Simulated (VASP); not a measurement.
The system is BaZrO3.

```
CELL_PARAMETERS angstrom
4.19134 0.00000 0.00000
0.00000 4.19134 0.00000
0.00000 0.00000 4.19134
ATOMIC_POSITIONS crystal
Ba 0.00000 0.00000 0.00000
Zr 0.50000 0.50000 0.50000
O 0.50000 0.50000 0.00000
O 0.50000 0.00000 0.50000
O 0.00000 0.50000 0.50000
```

| Quantity | Value |
| --- | --- |
| Program | VASP 6.6.1 |
| Task | relaxation of cell and atoms |
| Functional | RPBE |
| Dispersion | D4 |
| Potentials or basis | VASP PAW PBE potentials, release 64 (Ba_sv, Zr_sv, O) |
| Cutoff | 600 eV |
| k mesh | 6 × 6 × 6 |
| Occupations | fermi-dirac, width 0.05 eV |
| Spin | no spin polarisation |

At the start: pressure 4.0 GPa; volume 14.73 Å³/atom.

Q: How do energy, volume and symmetry change on relaxing?

A: Over 3 steps the energy falls by 4.7 meV/atom and the volume is 15.11 Å³/atom (+2.6 %); space group Pm-3m (No. 221, to 0.1 Å) before and after.

Step by step:
```tsv
step	energy change (eV)	largest force (eV/Å)	pressure (GPa)	volume (Å³)
1	0.0000	0.0000	3.98	73.63
2	0.0005	0.0000	-3.65	77.60
3	-0.0234	0.0000	0.01	75.57
```

Final structure:
```yaml
crystal:
  lattice:
    - [4.22773, 0.00000, 0.00000]
    - [0.00000, 4.22773, 0.00000]
    - [0.00000, 0.00000, 4.22773]
  atoms:
    - { symbol: Ba, position: [0.00000, 0.00000, 0.00000] }
    - { symbol: Zr, position: [0.50000, 0.50000, 0.50000] }
    - { symbol: O, position: [0.50000, 0.50000, 0.00000] }
    - { symbol: O, position: [0.50000, 0.00000, 0.50000] }
    - { symbol: O, position: [0.00000, 0.50000, 0.50000] }
```

Caveat: the PAW data sets were made with another functional, which shifts forces and pressure a little.
